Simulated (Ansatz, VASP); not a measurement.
**One calculation of Mg, two programs**

```
Mg
1.0
    -1.86445    1.86445    1.56220
     1.86445   -1.86445    1.56220
     1.86445    1.86445   -1.56220
Mg
1
Direct
  0.00000 0.00000 0.00000
```

Alike in both runs: task single point; functional PBEsol; k mesh 18 × 18 × 18; occupations gaussian, width 0.15 eV; no spin polarisation.

|  | VASP | Ansatz |
| --- | --- | --- |
| version | VASP 6.6.1 | Ansatz 0.2.0 |
| potentials or method | VASP PAW PBE potentials, release 64 (Mg), cutoff 520 eV | scalar-relativistic, plane waves, PAW |
| valence electrons in the cell | 2 | 10 |

VASP gave:

| Quantity | Value |
| --- | --- |
| gap on the k mesh at the Fermi level (eV) | none |
| pressure (GPa) | 1.9 |
| traceless stress, the component that is largest in VASP (GPa) | 2.00 |

Q: Estimate Ansatz's values.

A: gap on the k mesh at the Fermi level (eV): none; pressure (GPa): 1.9; traceless stress, the component that is largest in VASP (GPa): 1.98.

VASP's potentials were made for PBE, not for PBEsol. A gap of «none» marks a metal or a gap that the smearing closes. VASP's potentials hold 2 valence electrons a cell and Ansatz's 10, so a difference there can come from the potentials and not from the codes.
